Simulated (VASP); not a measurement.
## TaN (WC type): single point with PBE

TaN (WC type):

```xyz
2
Lattice="2.4805 0.0000 0.0000 -1.2402 2.1482 0.0000 0.0000 0.0000 2.5239" Properties=species:S:1:pos:R:3 pbc="T T T"
Ta    0.0000    0.0000    0.0000
N     0.0000    1.4321    1.2619
```

```json
{
  "Program": "VASP 6.6.1",
  "Task": "single point",
  "Functional": "PBE",
  "Potentials or basis": "VASP PAW PBE potentials, release 64 (Ta_pv, N)",
  "Cutoff": "520 eV",
  "k mesh": "18 × 18 × 16",
  "Occupations": "fermi-dirac, width 0.1 eV",
  "Spin": "no spin polarisation"
}
```

The pressure is 457.9 GPa and the band gap on the k mesh is zero (band 8 reaches 15.78 eV, above the bottom of band 9 at 13.45 eV).

Stress tensor (GPa, compression positive):
```
457.25   0.00   0.00
  0.00 457.25   0.00
  0.00   0.00 459.08
```

Levels at points of the mesh, in eV from the Fermi level:
```
           k point  band 4  band 5  band 6  band 7  band 8  band 9  band 10  band 11  band 12  band 13
(0.00, 0.00, 0.00)  -22.16   -7.98   -7.50   -7.50   -3.89    5.15     5.15     5.36     6.44     6.44
(0.50, 0.00, 0.00)  -17.84  -11.43   -9.36   -6.86   -4.30    4.12     7.11     7.22     9.30    12.39
(0.00, 0.00, 0.50)  -15.41  -12.82   -6.11   -6.11   -1.34   -1.34     2.37     4.29     4.29    12.14
(0.50, 0.00, 0.50)  -20.41  -11.21   -9.45   -8.32    0.99    7.41     9.60    10.13    11.98    14.23
```

Wall time 24 s on 1 thread of Intel(R) Xeon(R) 6975P-C (Granite Rapids), with other jobs on the host, peak memory 0.18 GiB.

Caveat: spin-orbit coupling is left out, which moves the levels of the heavy elements.
